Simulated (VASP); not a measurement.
Input of a VASP 6.6.1 run:

INCAR

```
SYSTEM = AlCo
ALGO = Normal
EDIFF = 1E-6
ENCUT = 690
GGA = PE
GGA_COMPAT = .FALSE.
ISIF = 2
ISMEAR = -1
LASPH = .TRUE.
LCHARG = .FALSE.
LREAL = .FALSE.
LWAVE = .FALSE.
NBANDS = 28
NELM = 120
PREC = Accurate
SIGMA = 0.1
```

The input KPOINTS:

```
k-points
0
G
  10 10 6
  0 0 0
```

File POSCAR:

```
AlCo
1.0
    2.7289467686      0.0000000000      0.0000000000
   -1.3644733843      2.3633372272      0.0000000000
    0.0000000000      0.0000000000      7.5833341311
Co Al
2 2
Direct
    0.0000000000      0.0000000000      0.0000000000
    0.0000000000      0.0000000000      0.5000000000
    0.3333333333      0.6666666667      0.2500000000
    0.6666666667      0.3333333333      0.7500000000
```

Potentials or basis: VASP PAW PBE potentials, release 64 (Co_sv, Al).

The run is started by

```console
$ cat potpaw_PBE.64/Co_sv/POTCAR potpaw_PBE.64/Al/POTCAR > POTCAR
$ mpirun -np 1 vasp_std > vasp.out
```

(1) Estimate the band gap on the k mesh.

(2) Predict the pressure.

## Answers

(1) zero (bands 20 and 21 overlap by 1.28 eV).

(2) -0.4 GPa.

Caveat: the run has no spin polarisation, though such a crystal can be magnetic.
